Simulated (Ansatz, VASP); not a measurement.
**Two plane-wave programs on NiO**

The input INCAR:

```
PREC = Accurate ; ENCUT = 520
EDIFF = 1E-7 ; ISMEAR = -1
SIGMA = 0.1 ; LREAL = F
LASPH = T ; NELM = 150
ALGO = Normal ; ISIF = 2
LWAVE = F ; LCHARG = F
LNONCOLLINEAR = T ; MAGMOM = 1.5 0 0 0 0 0
LORBIT = 11 ; LSORBIT = T
GGA_COMPAT = F ; LORBMOM = T
LMAXMIX = 4 ; GGA = PS
NBANDS = 28
```

The input KPOINTS:

```
regular mesh
0
Gamma
  6 6 6
```

Contents of POSCAR:

```
NiO
1.0
    0.0000000000      2.0859000000      2.0859000000
    2.0859000000      0.0000000000      2.0859000000
    2.0859000000      2.0859000000      0.0000000000
Ni O
1 1
Direct
    0.0000000000      0.0000000000      0.0000000000
    0.5000000000      0.5000000000      0.5000000000
```

Input for Ansatz:

```yaml
crystal:
  lattice:
    - [0.0, 2.0859, 2.0859]
    - [2.0859, 0.0, 2.0859]
    - [2.0859, 2.0859, 0.0]
  atoms:
    - { symbol: Ni, position: [0.0, 0.0, 0.0], spin: 1.5, spin_axis: [1.0, 0.0, 0.0] }
    - { symbol: O, position: [0.5, 0.5, 0.5] }
basis:
  ecutwfc: 420.0
kpoints:
  mp_grid:
    grid: [6, 6, 6]
hamiltonian:
  xc: pbesol
magnetization:
  noncollinear: true
  spin_orbit: true
scf:
  occupations:
    method: fermi_dirac
    width: 0.1
```

Alike in both runs: task single point; functional PBEsol; k mesh 6 × 6 × 6; occupations fermi-dirac, width 0.1 eV; non-collinear spin, spin-orbit coupling.

|  | VASP | Ansatz |
| --- | --- | --- |
| version | VASP 6.6.1 | Ansatz 0.2.0 |
| potentials or method | VASP PAW PBE potentials, release 64 (Ni, O), cutoff 520 eV | plane waves, PAW |
| valence electrons in the cell | 16 | 24 |

Ansatz gave:

* net moment per atom (μB): 0.00

Task: Estimate VASP's values.

Result: net moment per atom (μB): 0.79.

The net moments are unlike, so the other rows may belong to different states. VASP's potentials were made for PBE, not for PBEsol. VASP's potentials hold 16 valence electrons a cell and Ansatz's 24, so a difference there can come from the potentials and not from the codes. Ansatz's warnings: seeded moment not kept.

The k mesh is coarse, so the values compare programs but aren't converged.
